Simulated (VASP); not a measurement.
# Cs2NaAlF6 (Fm-3m) in VASP: single point with LDA

Aim: the single point of Cs2NaAlF6 with LDA.

Everything below comes from runs of VASP 6.6.1. Logs are shortened: lines on timing, memory, paths and dates and some standing lists are left out, and cuts for length are marked.

### Step 1. The cell of the first run

The structure is cubic, space group Fm-3m (No. 225). Conventional cell: a = 8.750 Å, b = 8.750 Å, c = 8.750 Å, α = 90.00°, β = 90.00°, γ = 90.00°. Cs (site symmetry -43m) has 12 F at 3.11 Å and 4 Na at 3.79 Å and 4 Al at 3.79 Å within 4.1 Å. Na (site symmetry m-3m) has 6 F at 2.51 Å within 3.3 Å. Al (site symmetry m-3m) has 6 F at 1.86 Å within 2.5 Å. F (site symmetry 4mm) has 1 Al at 1.86 Å within 2.5 Å.

### Step 2. Single point, LDA

INCAR reads:

```
ALGO     = Normal         # electronic algorithm
EDIFF    = 1E-7           # SCF threshold, eV
ENCUT    = 520            # plane-wave cutoff, eV
GGA      = CA             # functional
ISIF     = 2              # what is computed and relaxed
ISMEAR   = -1             # smearing method
LASPH    = T              # aspherical terms in the spheres
LCHARG   = T              # write CHGCAR
LELF     = T              # ELF
LREAL    = F              # projectors in reciprocal space
LVHAR    = T            
LWAVE    = F              # write WAVECAR
NBANDS   = 46             # bands
NELM     = 80             # most SCF steps
PREC     = Accurate       # precision mode
SIGMA    = 0.01           # smearing width, eV
```

KPOINTS reads:

```
k-points
0
Gamma
  4 4 4
```

POSCAR reads:

```
Cs2NaAlF6
1.0
    0.0000000000      4.3751110000      4.3751110000
    4.3751110000      0.0000000000      4.3751110000
    4.3751110000      4.3751110000      0.0000000000
Cs Na Al F
2 1 1 6
Direct
    0.7500000000      0.7500000000      0.7500000000
    0.2500000000      0.2500000000      0.2500000000
    0.5000000000      0.5000000000      0.5000000000
    0.0000000000      0.0000000000      0.0000000000
    0.7871860000      0.2128140000      0.2128140000
    0.2128140000      0.2128140000      0.7871860000
    0.2128140000      0.7871860000      0.7871860000
    0.2128140000      0.7871860000      0.2128140000
    0.7871860000      0.2128140000      0.7871860000
    0.7871860000      0.7871860000      0.2128140000
```

Potentials or basis: VASP PAW LDA potentials, release 64 (Cs_sv, Na_pv, Al, F).

On the command line:

```bash
$ cat potpaw_LDA.64/Cs_sv/POTCAR potpaw_LDA.64/Na_pv/POTCAR potpaw_LDA.64/Al/POTCAR potpaw_LDA.64/F/POTCAR > POTCAR
$ mpirun -np 1 vasp_std > vasp.out
```

OUTCAR:

```text
EDIFF = 1E-7
   ENCUT = 520
   GGA = CA
   ISIF = 2
   ISMEAR = -1
   LASPH = T
   LREAL = F
   NELM = 80
   PREC = Accurate

 ion  position               nearest neighbor table
   1  0.750  0.750  0.750-
   2  0.250  0.250  0.250-
   3  0.500  0.500  0.500-
   4  0.000  0.000  0.000-   5 1.86   6 1.86   7 1.86   8 1.86   9 1.86  10 1.86
   5  0.787  0.213  0.213-   4 1.86
   6  0.213  0.213  0.787-   4 1.86
   7  0.213  0.787  0.787-   4 1.86
   8  0.213  0.787  0.213-   4 1.86
   9  0.787  0.213  0.787-   4 1.86
  10  0.787  0.787  0.213-   4 1.86

  LATTYP: Found a face centered cubic cell.
 ALAT       =     8.7502220000

  Lattice vectors:

 A1 = (   0.0000000000,   4.3751110000,   4.3751110000)
 A2 = (   4.3751110000,   0.0000000000,   4.3751110000)
 A3 = (   4.3751110000,   4.3751110000,   0.0000000000)

Analysis of symmetry for initial positions (statically):
=====================================================================
 Subroutine PRICEL returns:
 Original cell was already a primitive cell.

 Routine SETGRP: Setting up the symmetry group for a
 face centered cubic supercell.

 Subroutine GETGRP returns: Found 48 space group operations
 (whereof 48 operations were pure point group operations)
 out of a pool of 48 trial point group operations.

The static configuration has the point symmetry O_h .

Analysis of symmetry for dynamics (positions and initial velocities):
=====================================================================
 Subroutine PRICEL returns:
 Original cell was already a primitive cell.

 Routine SETGRP: Setting up the symmetry group for a
 face centered cubic supercell.

 Subroutine GETGRP returns: Found 48 space group operations
 (whereof 48 operations were pure point group operations)
 out of a pool of 48 trial point group operations.

The dynamic configuration has the point symmetry O_h .

 Subroutine INISYM returns: Found 48 space group operations
 (whereof 48 operations are pure point group operations),
 and found     1 'primitive' translations

[... 93 lines left out ...]
   EDIFF  = 0.1E-06   stopping-criterion for ELM
   LREAL  =      F    real-space projection
   EDIFFG = 0.1E-05   stopping-criterion for IOM
   NSW    =      0    number of steps for IOM
   IBRION =     -1    ionic relax: 0-MD 1-quasi-New 2-CG
   NFREE  =      0    steps in history (QN), initial steepest desc. (CG)
   ISIF   =      2    stress and relaxation
   ISYM   =      2    0-nonsym 1-usesym 2-fastsym
   POTIM  = 0.5000    time-step for ionic-motion
   TEBEG  =    0.0;   TEEND  =   0.0 temperature during run
   PSTRESS=    0.0 pullay stress
   NELECT =      70.0000    total number of electrons
   NUPDOWN=      -1.0000    fix difference up-down
   EMIN   =  10.00;   EMAX   =-10.00  energy-range for DOS
   EFERMI =   0.00;   METHOD = LEGACY
   ISMEAR =    -1;   SIGMA  =   0.01  broadening in eV -4-tet -1-fermi 0-gaus
   EFERMI_NEDOS =   21; number of points for ismear=-14 and -15
   IALGO  =     38    algorithm
   IMIX   =      4    mixing-type and parameters
     AMIX     =   0.40;   BMIX     =  1.00
     AMIX_MAG =   1.60;   BMIX_MAG =  1.00
  volume/ion in A,a.u.               =      16.75       113.03
  Fermi-wavevector in a.u.,A,eV,Ry     =   1.223982  2.312991 20.383329  1.498132
  Thomas-Fermi vector in A             =   2.359073
   LORBIT       =      0    0 simple, 1 ext, 2 COOP (PROOUT), +10 PAW based schemes
   GGA     = CA    functional components
   LHFCALC =     F    Hartree Fock is set to
   AEXX    =    0.0000 exact exchange contribution
   IVDW    =     0    specifies the selected vdW correction
   LEPSILON=     F    determine dielectric tensor
   LRPA    =     F    only Hartree local field effects (RPA)
 non-spin polarized calculation
  energy-cutoff  :      520.00
  volume of cell :      167.49
 maximum number of plane-waves:      4573
 NGX is ok and might be reduce to    48
   NGX = 23   NGY = 23   NGZ = 23

 number of electron      70.0000013 magnetization

 Free energy of the ion-electron system (eV)
  ---------------------------------------------------
  ext. energy  EPLUGINS =         0.00000000
  ---------------------------------------------------
  free energy    TOTEN  =       -53.80823514 eV

  energy without entropy =      -53.80823514  energy(sigma->0) =      -53.80823514

 E-fermi :  -1.4060     XC(G=0):  -9.6634

 val. band max:       -1.7130460069   @ k =   0.0000   0.0000   0.0000
 cond. band min:       4.6571100801   @ k =   0.0000   0.0000   0.0000
 fundamental gap:      6.3701560870
 Fermi energy:        -1.4060329336

 k-point     1 :       0.0000    0.0000    0.0000
  band No.  band energies     occupation
      1     -21.7729      2.00000
      2     -21.7729      2.00000
      3     -21.7729      2.00000
      4     -21.6256      2.00000
      5     -20.8966      2.00000
      6     -20.8966      2.00000
[... 381 lines left out ...]
     45       9.4316      0.00000
     46      10.2214      0.00000

------------------------ aborting loop because EDIFF is reached ----------------------------------------

  FORCE on cell =-STRESS in cart. coord.  units (eV):
  Direction    XX          YY          ZZ          XY          YZ          ZX
  --------------------------------------------------------------------------------------
  -------------------------------------------------------------------------------------
  Total       -6.1596934     -6.1596934     -6.1596934     -0.0000000     -0.0000000      0.0000000
  in kB      -58.9213185    -58.9213185    -58.9213185     -0.0000000     -0.0000000      0.0000000
  external PRESSURE =     -58.9213185 kB  Pullay stress =       0.0000000 kB

 VOLUME and BASIS-vectors are now :
 -----------------------------------------------------------------------------
  energy-cutoff  :      520.00
  volume of cell :      167.49
      direct lattice vectors                 reciprocal lattice vectors
     0.000000000  4.375111000  4.375111000    -0.114282815  0.114282815  0.114282815
     4.375111000  0.000000000  4.375111000     0.114282815 -0.114282815  0.114282815
     4.375111000  4.375111000  0.000000000     0.114282815  0.114282815 -0.114282815

 POSITION                                       TOTAL-FORCE (eV/Angst)
 -----------------------------------------------------------------------------------
      6.56267      6.56267      6.56267        -0.000000      0.000000      0.000000
      2.18756      2.18756      2.18756         0.000000      0.000000      0.000000
      4.37511      4.37511      4.37511        -0.000000      0.000000      0.000000
      0.00000      0.00000      0.00000        -0.000000      0.000000      0.000000
      1.86217      4.37511      4.37511        -0.335745      0.000000      0.000000
      4.37511      4.37511      1.86217        -0.000000      0.000000     -0.335745
      6.88805      4.37511      4.37511         0.335745      0.000000      0.000000
      4.37511      1.86217      4.37511        -0.000000     -0.335745      0.000000
      4.37511      6.88805      4.37511        -0.000000      0.335745      0.000000
      4.37511      4.37511      6.88805        -0.000000      0.000000      0.335745
 -----------------------------------------------------------------------------------
    total drift:                                0.000000      0.000000      0.000000

  FREE ENERGIE OF THE ION-ELECTRON SYSTEM (eV)
  ---------------------------------------------------
  free  energy   TOTEN  =       -53.8082351437 eV

  energy  without entropy=      -53.8082351437  energy(sigma->0) =      -53.80823514
```

OSZICAR:

```text
N       E                     dE             d eps       ncg     rms          rms(c)
DAV:   1     0.598011995352E+03    0.59801E+03   -0.35831E+04   736   0.148E+03
DAV:   2    -0.480488196025E+01   -0.60282E+03   -0.57711E+03   870   0.359E+02
DAV:   3    -0.575197681038E+02   -0.52715E+02   -0.52453E+02   798   0.116E+02
DAV:   4    -0.585333186245E+02   -0.10136E+01   -0.10109E+01   880   0.183E+01
DAV:   5    -0.585523689605E+02   -0.19050E-01   -0.19039E-01   888   0.241E+00    0.121E+01
DAV:   6    -0.540011376355E+02    0.45512E+01   -0.17085E+01   870   0.251E+01    0.420E+00
DAV:   7    -0.539275749661E+02    0.73563E-01   -0.17193E+00   852   0.649E+00    0.260E+00
DAV:   8    -0.538232419529E+02    0.10433E+00   -0.19743E-01  1006   0.388E+00    0.638E-01
DAV:   9    -0.538071699538E+02    0.16072E-01   -0.36490E-02  1138   0.211E+00    0.194E-01
DAV:  10    -0.538082438105E+02   -0.10739E-02   -0.94654E-03   850   0.479E-01    0.573E-02
DAV:  11    -0.538082359447E+02    0.78658E-05   -0.25929E-04   932   0.111E-01    0.233E-02
DAV:  12    -0.538082349903E+02    0.95443E-06   -0.34167E-05   908   0.552E-02    0.693E-03
DAV:  13    -0.538082354618E+02   -0.47151E-06   -0.12223E-05   894   0.185E-02    0.466E-03
DAV:  14    -0.538082351556E+02    0.30622E-06   -0.16984E-06   854   0.790E-03    0.111E-03
DAV:  15    -0.538082351437E+02    0.11866E-07   -0.17436E-07   556   0.248E-03
   1 F= -.53808235E+02 E0= -.53808235E+02  d E =-.656135E-14
```

Run time: 98 s. Hardware: 1 thread of Intel Xeon 6975P-C, shared host; peak memory 0.28 GiB.

Results:

* Free energy: -53.8082 eV
* Pressure: -5.9 GPa
* Largest force: 0.336 eV/Å
* Band gap on the k mesh: 6.37 eV, direct

Forces on the atoms (eV/Å):
```
Cs   0.000  0.000  0.000
Cs   0.000  0.000  0.000
Na   0.000  0.000  0.000
Al   0.000  0.000  0.000
F   -0.336  0.000  0.000
F    0.000  0.000 -0.336
F    0.336  0.000  0.000
F    0.000 -0.336  0.000
F    0.000  0.336  0.000
F    0.000  0.000  0.336
```

Caveat: spin-orbit coupling is left out, which moves the levels of the heavy elements. As with any semilocal functional, this LDA gap is likely too small.
